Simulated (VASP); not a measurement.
A run of VASP 6.6.1 is set up as follows.

The input INCAR:

```
PREC = Accurate ; ENCUT = 700
EDIFF = 1E-6 ; ISMEAR = 1
SIGMA = 0.1 ; LREAL = False
LASPH = True ; NELM = 120
ALGO = Normal ; ISIF = 2
LWAVE = False ; LCHARG = False
GGA = PS ; NBANDS = 18
GGA_COMPAT = False
```

Contents of KPOINTS:

```
Automatic mesh
0
Gamma
  10 10 10
```

Contents of POSCAR:

```
AlCu
1.0
    3.0754009740      0.0000000000      0.0000000000
    0.0000000000      3.0754009740      0.0000000000
    0.0000000000      0.0000000000      3.0754009740
Al Cu
1 1
Direct
    0.0000000000      0.0000000000      0.0000000000
    0.5000000000      0.5000000000      0.5000000000
```

Potentials or basis: VASP PAW PBE potentials, release 64 (Al, Cu_sv_GW).

The run is started by

```sh
$ cat potpaw_PBE.64/Al/POTCAR potpaw_PBE.64/Cu_sv_GW/POTCAR > POTCAR
$ mpirun -np 1 vasp_std > vasp.out
```

(1) Estimate the band gap on the k mesh.

(2) Predict the pressure.

## Answers

(1) zero (band 11 reaches 11.67 eV, above the bottom of band 12 at 7.21 eV).

(2) -13.3 GPa.

Caveat: the PAW data sets were made with another functional, which shifts forces and pressure a little.
